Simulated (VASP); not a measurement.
A run of VASP 6.6.1:

Contents of INCAR:

```
PREC = Accurate
ENCUT = 520
EDIFF = 1E-7
ISMEAR = -1
SIGMA = 0.1
LREAL = F
LASPH = T
NELM = 100
ALGO = Normal
ISIF = 2
LWAVE = F
LCHARG = F
GGA = PS
NBANDS = 65
```

Contents of KPOINTS:

```
Automatic mesh
0
Gamma
  4 4 4
```

Contents of POSCAR:

```
GaSn3
1.0
    6.4629159024      0.0000000000      0.0000000000
   -3.2314579512      5.5970493540      0.0000000000
    0.0000000000      0.0000000000      5.4003591621
Ga Sn
2 6
Direct
    0.6666666667      0.3333333333      0.2500000000
    0.3333333333      0.6666666667      0.7500000000
    0.3365515868      0.1682757934      0.7500000000
    0.8317242066      0.1682757934      0.7500000000
    0.8317242066      0.6634484132      0.7500000000
    0.6634484132      0.8317242066      0.2500000000
    0.1682757934      0.8317242066      0.2500000000
    0.1682757934      0.3365515868      0.2500000000
```

Potentials or basis: VASP PAW PBE potentials, release 64 (Ga_d, Sn_d).

The run is started by

```console
$ cat potpaw_PBE.64/Ga_d/POTCAR potpaw_PBE.64/Sn_d/POTCAR > POTCAR
$ mpirun -np 1 vasp_std > vasp.out
```

Hardware: 1 thread of Intel(R) Xeon(R) Platinum 8488C (Sapphire Rapids), on a shared host.

Question: Estimate the wall time of this run.

Answer: Wall time 97 s on 1 thread of Intel(R) Xeon(R) Platinum 8488C (Sapphire Rapids), with other jobs on the host, peak memory 0.36 GiB. Counts: scf iterations 14, k points 12.
